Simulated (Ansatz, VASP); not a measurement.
# TaTi4 in VASP and in Ansatz

```
Ti Ta
1.0
     1.48984   -2.49502    0.00140
     1.48713    2.49360   -0.00135
     0.00016   -0.01494   23.68786
Ti Ta
8 2
Direct
  0.32404 0.67388 0.04960
  0.67475 0.32593 0.14773
  0.67927 0.32219 0.35227
  0.32209 0.67666 0.85226
  0.67264 0.32776 0.95040
  0.67506 0.32704 0.54959
  0.32742 0.67218 0.45040
  0.32326 0.67627 0.64773
  0.20113 0.79936 0.25001
  0.80035 0.19874 0.75000
```

Change from the starting cell: cell x1, atoms moved at random (sigma 0.05 Å) and cell strained at random (1.5 %), then relaxed without symmetry.

Alike in both runs: functional PBE; k mesh 8 × 8 × 1; occupations gaussian, width 0.2 eV; no spin polarisation.

Ansatz relaxed the structure, and its values are those at the end. VASP's run is a single point on that final structure, the one shown.

|  | VASP | Ansatz |
| --- | --- | --- |
| version | VASP 6.6.1 | Ansatz 0.2.0 |
| potentials or method | VASP PAW PBE potentials, release 64 (Ti_sv, Ta_pv), cutoff 520 eV | scalar-relativistic, plane waves, PAW |
| valence electrons in the cell | 118 | 122 |

Ansatz gave:

| Quantity | Value |
| --- | --- |
| gap on the k mesh at the Fermi level (eV) | none |
| pressure (GPa) | 0.0 |
| rms of the force components (eV/Å) | 0.005 |

**Question.** Which values does VASP return?

**Answer.** gap on the k mesh at the Fermi level (eV): none; pressure (GPa): -0.2; rms of the force components (eV/Å): 0.006.

A gap of «none» marks a metal or a gap that the smearing closes. VASP's potentials hold 118 valence electrons a cell and Ansatz's 122, so a difference there can come from the potentials and not from the codes.

Neither program's run includes spin-orbit coupling.
